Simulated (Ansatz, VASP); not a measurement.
## NiO in VASP and in Ansatz

File INCAR:

```
SYSTEM = NiO
PREC = Accurate
ENCUT = 520
EDIFF = 1E-7
ISMEAR = 0
SIGMA = 0.1
LREAL = .False.
LASPH = .True.
NELM = 150
ALGO = Normal
ISIF = 2
LWAVE = .False.
LCHARG = .False.
ISPIN = 2
MAGMOM = 1.6 0.32
LORBIT = 11
LMAXMIX = 4
GGA = PE
NBANDS = 19
```

KPOINTS

```
regular mesh
0
Gamma
  18 18 18
  0 0 0
```

POSCAR

```
NiO
1.0
    0.0000000000      2.0429325770      2.0429325770
    2.0429325770      0.0000000000      2.0429325770
    2.0429325770      2.0429325770      0.0000000000
Ni O
1 1
Direct
    0.0000000000      0.0000000000      0.0000000000
    0.5000000000      0.5000000000      0.5000000000
```

Input for Ansatz:

```yaml
crystal:
  lattice:
    - [0.0, 2.042932577, 2.042932577]
    - [2.042932577, 0.0, 2.042932577]
    - [2.042932577, 2.042932577, 0.0]
  atoms:
    - { symbol: Ni, position: [0.0, 0.0, 0.0], spin: 1.6 }
    - { symbol: O, position: [0.5, 0.5, 0.5], spin: 0.32 }
basis:
  ecutwfc: 420
kpoints:
  mp_grid: { grid: [18, 18, 18] }
hamiltonian:
  xc: pbe
scf:
  occupations: { method: gaussian, width: 0.1 }
output:
  forces: true
  stress: true
  eigenvalues: true
  populations: true
  write_density: true
  write_potential: true
  elf: true
  volumetric_format: npy
magnetization:
  spin_polarized: true
```

Alike in both runs: task single point; functional PBE; k mesh 18 × 18 × 18; occupations gaussian, width 0.1 eV; collinear spin.

|  | VASP | Ansatz |
| --- | --- | --- |
| version | VASP 6.6.1 | Ansatz 0.2.0 |
| potentials or method | VASP PAW PBE potentials, release 64 (Ni, O), cutoff 520 eV | scalar-relativistic, plane waves, PAW |
| valence electrons in the cell | 16 | 24 |

VASP gave:

| Quantity | Value |
| --- | --- |
| gap on the k mesh at the Fermi level (eV) | none |
| pressure (GPa) | 18.7 |
| net moment per atom (μB) | 0.75 |
| size of the moment on the site where the two differ most (μB) | 0.21 |

Q: Which values does Ansatz return?

A: gap on the k mesh at the Fermi level (eV): none; pressure (GPa): 19.0; net moment per atom (μB): 0.77; size of the moment on the site where the two differ most (μB): 0.23.

Site moments also hang on the region over which each program counts them. A gap of «none» marks a metal or a gap that the smearing closes. VASP's potentials hold 16 valence electrons a cell and Ansatz's 24, so a difference there can come from the potentials and not from the codes.
